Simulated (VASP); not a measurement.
# Pt in VASP: further runs, part 3 of 3

VASP 6.6.1.

### Step 4. Single point, r2SCAN0

This run uses another cell than the first one, of 15.08 Å³/atom.

File POSCAR:

```
Pt
1.0
    0.0000000000      1.9609000000      1.9609000000
    1.9609000000      0.0000000000      1.9609000000
    1.9609000000      1.9609000000      0.0000000000
Pt
1
Direct
    0.0000000000      0.0000000000      0.0000000000
```

File INCAR.step1:

```
  ALGO = Normal
  EDIFF = 1E-5
  ENCUT = 520
  GGA = PE
  ISIF = 2
  ISMEAR = -1
  LASPH = T
  LCHARG = F
  LREAL = F
  LWAVE = T
  NBANDS = 11
  NELM = 100
  PREC = Accurate
  SIGMA = 0.05
```

File INCAR.step2:

```
  AEXX = 0.25
  ALGO = Normal
  EDIFF = 1E-6
  ENCUT = 520
  ISIF = 2
  ISMEAR = -1
  ISTART = 1
  LASPH = T
  LCHARG = F
  LHFCALC = T
  LMIXTAU = T
  LREAL = F
  LWAVE = F
  METAGGA = R2SCAN
  NBANDS = 11
  NELM = 100
  PREC = Accurate
  PRECFOCK = Normal
  SIGMA = 0.05
```

File KPOINTS:

```
k-points
0
Gamma
  6 6 6
```

Potentials or basis: VASP PAW PBE potentials, release 64 (Pt).

Run with:

```bash
> cat potpaw_PBE.64/Pt/POTCAR > POTCAR
> cp INCAR.step1 INCAR
> mpirun -np 1 vasp_std > vasp.out
> cp INCAR.step2 INCAR
> mpirun -np 1 vasp_std > vasp.out
```

OUTCAR:

```text
AEXX = 0.25
   EDIFF = 1E-6
   ENCUT = 520
   ISIF = 2
   ISMEAR = -1
   ISTART = 1
   LASPH = T
   LHFCALC = T
   LREAL = F
   METAGGA = R2SCAN
   NELM = 100
   PREC = Accurate
   PRECFOCK = Normal

 ion  position               nearest neighbor table
   1  0.000  0.000  0.000-

  LATTYP: Found a face centered cubic cell.
 ALAT       =     3.9218000000

  Lattice vectors:

 A1 = (   0.0000000000,   1.9609000000,   1.9609000000)
 A2 = (   1.9609000000,   0.0000000000,   1.9609000000)
 A3 = (   1.9609000000,   1.9609000000,   0.0000000000)

Analysis of symmetry for initial positions (statically):
=====================================================================
 Subroutine PRICEL returns:
 Original cell was already a primitive cell.

 Routine SETGRP: Setting up the symmetry group for a
 face centered cubic supercell.

 Subroutine GETGRP returns: Found 48 space group operations
 (whereof 48 operations were pure point group operations)
 out of a pool of 48 trial point group operations.

The static configuration has the point symmetry O_h .

Analysis of symmetry for dynamics (positions and initial velocities):
=====================================================================
 Subroutine PRICEL returns:
 Original cell was already a primitive cell.

 Routine SETGRP: Setting up the symmetry group for a
 face centered cubic supercell.

 Subroutine GETGRP returns: Found 48 space group operations
 (whereof 48 operations were pure point group operations)
 out of a pool of 48 trial point group operations.

The dynamic configuration has the point symmetry O_h .

 Subroutine INISYM returns: Found 48 space group operations
 (whereof 48 operations are pure point group operations),
 and found     1 'primitive' translations

----------------------------------------------------------------------------------------

                                     Primitive cell

[... 111 lines left out ...]
   AEXX    =    0.2500 exact exchange contribution
   HFSCREEN=    0.0000 screening length (either q_TF or 0.3 A-1)
   HFSCREENC=   0.0000 screening length for correlation (either q_TF or 0.3 A-1)
   ENCUTFOCK=  -1.0 apply spherical cutoff to Coloumb kernel
   IVDW    =     0    specifies the selected vdW correction
   LEPSILON=     F    determine dielectric tensor
   LRPA    =     F    only Hartree local field effects (RPA)
 non-spin polarized calculation
  energy-cutoff  :      520.00
  volume of cell :       15.08
 maximum number of plane-waves:       419
 NGX is ok and might be reduce to    24
  NGX = 16; NGY = 16; NGZ = 16

 number of electron      10.0000000 magnetization

 Free energy of the ion-electron system (eV)
  ---------------------------------------------------
  ext. energy  EPLUGINS =         0.00000000
  ---------------------------------------------------
  free energy    TOTEN  =       -42.01788465 eV

  energy without entropy =      -42.01593390  energy(sigma->0) =      -42.01690927

 E-fermi :  10.6001     XC(G=0): -11.3542

 val. band max:       10.0817169142   @ k =   0.5000   0.0000   0.0000
 cond. band min:      10.7173143384   @ k =   0.5000   0.0000   0.0000
 fundamental gap:      0.6355974241
 Fermi energy:        10.6000931599

 k-point     1 :       0.0000    0.0000    0.0000
  band No.  band energies     occupation
      1      -1.1642      2.00000
      2       5.5476      2.00000
      3       5.5530      2.00000
      4       5.5574      2.00000
      5       7.6982      2.00000
      6       7.7038      2.00000
      7      27.4873      0.00000
      8      32.8402      0.00000
      9      32.8411      0.00000
     10      32.8439      0.00000
     11      38.5371      0.00000
[... 197 lines left out ...]
 k-point    16 :      -0.3333    0.5000    0.1667
  band No.  band energies     occupation
      1       2.9386      2.00000
      2       3.4990      2.00000
      3       6.6653      2.00000
      4       8.1797      2.00000
      5      11.3848      0.00000
      6      18.0309      0.00000
      7      19.9112      0.00000
      8      22.5174      0.00000
      9      24.5971      0.00000
     10      36.9210      0.00000
     11      38.0827      0.00000

------------------------ aborting loop because EDIFF is reached ----------------------------------------

  FORCE on cell =-STRESS in cart. coord.  units (eV):
  Direction    XX          YY          ZZ          XY          YZ          ZX
  --------------------------------------------------------------------------------------
  -------------------------------------------------------------------------------------
  Total       -0.4945123     -0.4945123     -0.4945123      0.0000000      0.0000000      0.0000000
  in kB      -52.5401562    -52.5401562    -52.5401562      0.0000000      0.0000000      0.0000000
  external PRESSURE =     -52.5401562 kB  Pullay stress =       0.0000000 kB

 VOLUME and BASIS-vectors are now :
 -----------------------------------------------------------------------------
  energy-cutoff  :      520.00
  volume of cell :       15.08
      direct lattice vectors                 reciprocal lattice vectors
     0.000000000  1.960900000  1.960900000    -0.254984956  0.254984956  0.254984956
     1.960900000  0.000000000  1.960900000     0.254984956 -0.254984956  0.254984956
     1.960900000  1.960900000  0.000000000     0.254984956  0.254984956 -0.254984956

 POSITION                                       TOTAL-FORCE (eV/Angst)
 -----------------------------------------------------------------------------------
      0.00000      0.00000      0.00000        -0.000000      0.000000     -0.000000
 -----------------------------------------------------------------------------------
    total drift:                               -0.000000     -0.000000     -0.000000

  FREE ENERGIE OF THE ION-ELECTRON SYSTEM (eV)
  ---------------------------------------------------
  free  energy   TOTEN  =       -42.0178846513 eV

  energy  without entropy=      -42.0159338965  energy(sigma->0) =      -42.01690927
```

OSZICAR.step1:

```text
N       E                     dE             d eps       ncg     rms          rms(c)
DAV:   1     0.405462865740E+02    0.40546E+02   -0.52951E+03   360   0.850E+02
DAV:   2    -0.598386445239E+01   -0.46530E+02   -0.44628E+02   411   0.178E+02
DAV:   3    -0.658791290907E+01   -0.60405E+00   -0.60289E+00   409   0.192E+01
DAV:   4    -0.659037188020E+01   -0.24590E-02   -0.24589E-02   409   0.144E+00
DAV:   5    -0.659039150863E+01   -0.19628E-04   -0.19628E-04   412   0.121E-01    0.126E+01
DAV:   6    -0.624588628357E+01    0.34451E+00   -0.73629E-01   385   0.698E+00    0.657E+00
DAV:   7    -0.620147377125E+01    0.44413E-01   -0.16309E-01   400   0.322E+00    0.234E+00
DAV:   8    -0.619812594939E+01    0.33478E-02   -0.60376E-03   385   0.675E-01    0.649E-01
DAV:   9    -0.619785040583E+01    0.27554E-03   -0.13663E-04   385   0.105E-01    0.632E-02
DAV:  10    -0.619785233572E+01   -0.19299E-05   -0.39527E-06   259   0.164E-02
   1 F= -.61978523E+01 E0= -.61923350E+01  d E =-.110346E-01
```

Wall time 18 min (1 thread of AMD EPYC 7R43 (Zen 3), shared host); peak memory 0.12 GiB.

What came out:

```yaml
Free_energy: -42.0179 eV
Pressure: -5.3 GPa
Band_gap_on_the_k_mesh: zero (bands 5 and 6 overlap by 3.82 eV)
```

Caveat: the k points lie up to 0.46 Å⁻¹ apart, too coarse for converged energies and pressures of a metal; the PAW data sets were made with another functional, which shifts forces and pressure a little; spin-orbit coupling is left out, which moves the levels of the heavy elements.

### Step 5. Single point, r2SCANh

This run uses another cell than the first one, of 15.08 Å³/atom.

POSCAR is that of step 4.

File INCAR.step1:

```
PREC     = Accurate       # precision mode
ENCUT    = 520            # plane-wave cutoff, eV
EDIFF    = 1E-5           # SCF threshold, eV
ISMEAR   = -1             # smearing method
SIGMA    = 0.05           # smearing width, eV
LREAL    = False          # projectors in reciprocal space
LASPH    = True           # aspherical terms in the spheres
NELM     = 60             # most SCF steps
ALGO     = Normal         # electronic algorithm
ISIF     = 2              # what is computed and relaxed
LWAVE    = True           # write WAVECAR
LCHARG   = False          # write CHGCAR
GGA      = PE             # functional
NBANDS   = 11             # bands
```

File INCAR.step2:

```
PREC     = Accurate       # precision mode
ENCUT    = 520            # plane-wave cutoff, eV
EDIFF    = 1E-6           # SCF threshold, eV
ISMEAR   = -1             # smearing method
SIGMA    = 0.05           # smearing width, eV
LREAL    = False          # projectors in reciprocal space
LASPH    = True           # aspherical terms in the spheres
NELM     = 60             # most SCF steps
ALGO     = Normal         # electronic algorithm
ISIF     = 2              # what is computed and relaxed
LWAVE    = False          # write WAVECAR
LCHARG   = False          # write CHGCAR
METAGGA  = R2SCAN         # meta-GGA
LHFCALC  = True           # exact exchange
AEXX     = 0.1            # exact-exchange fraction
LMIXTAU  = True         
PRECFOCK = Normal       
ISTART   = 1            
NBANDS   = 11             # bands
```

File KPOINTS:

```
regular mesh
0
Gamma
  6 6 6
```

Run with:

```bash
> cat potpaw_PBE.64/Pt/POTCAR > POTCAR
> cp INCAR.step1 INCAR
> mpirun -np 1 vasp_std > vasp.out
> cp INCAR.step2 INCAR
> mpirun -np 1 vasp_std > vasp.out
```

It took 9.3 min on 1 thread of AMD EPYC 7R43 (Zen 3), shared host; peak memory 0.12 GiB.

It converged, with:

* Free energy: -47.7644 eV
* Pressure: -1.1 GPa
* Band gap on the k mesh: zero (bands 5 and 6 overlap by 2.94 eV)

Levels at points of the mesh, in eV from the Fermi level:
| k point | band 2 | band 3 | band 4 | band 5 | band 6 | band 7 | band 8 | band 9 |
| --- | --- | --- | --- | --- | --- | --- | --- | --- |
| (0.00, 0.00, 0.00) | -4.31 | -4.31 | -4.31 | -2.15 | -2.15 | 16.13 | 21.37 | 21.37 |
| (0.50, 0.00, 0.00) | -4.44 | -4.44 | -0.35 | -0.01 | -0.01 | 6.76 | 15.75 | 20.69 |
| (0.50, 0.50, 0.00) | -7.33 | -0.34 | 0.71 | 0.71 | 2.27 | 10.03 | 12.65 | 12.65 |

Caveat: the k points lie up to 0.46 Å⁻¹ apart, too coarse for converged energies and pressures of a metal; the PAW data sets were made with another functional, which shifts forces and pressure a little; spin-orbit coupling is left out, which moves the levels of the heavy elements.

### Step 6. Overview

| level | spin | cell | k mesh | cutoff (eV) | smearing | tolerance level | purpose | dipole correction | grid for exact exchange (PRECFOCK) | share of exact exchange | gap on the mesh (eV) | pressure (GPa) | moment (μB) |
| --- | --- | --- | --- | --- | --- | --- | --- | --- | --- | --- | --- | --- | --- |
| PBEsol | non-collinear, zero start, SOC | a = 2.759, b = 2.759, c = 2.773 Å, angles 59.8, 59.8, 60.3°, 1 atom | 23 × 23 × 23 | 510 | methfessel-paxton 0.05 eV | standard | stress | - | - | - | - | 2.4 | 0.00 |
| PBEsol | non-collinear, zero start, SOC | a = 2.759, b = 2.759, c = 2.773 Å, angles 59.8, 59.8, 60.3°, 1 atom | 19 × 19 × 19 | 510 | methfessel-paxton 0.4 eV | standard | stress | - | - | - | - | 2.5 | 0.00 |
| r2SCAN0 | off | a = 2.773 Å, angles 60.0°, 1 atom | 6 × 6 × 6 | 520 | fermi-dirac 0.05 eV | - | - | no | Normal | 0.25 | none | -5.3 | - |
| r2SCANh | off | a = 2.773 Å, angles 60.0°, 1 atom | 6 × 6 × 6 | 520 | fermi-dirac 0.05 eV | - | - | no | Normal | 0.1 | none | -1.1 | - |

Alike in all rows: task single point; potentials or basis VASP PAW PBE potentials, release 64 (Pt).

Caveats: some runs use coarse meshes; the PAW data sets were made with another functional, which shifts forces and pressure a little; spin-orbit coupling is left out, which moves the levels of the heavy elements (at least some runs).

Absolute energies hang on the potentials; compare differences alone.

The gap in the log of VASP goes by the Fermi energy; the results here count the filled bands.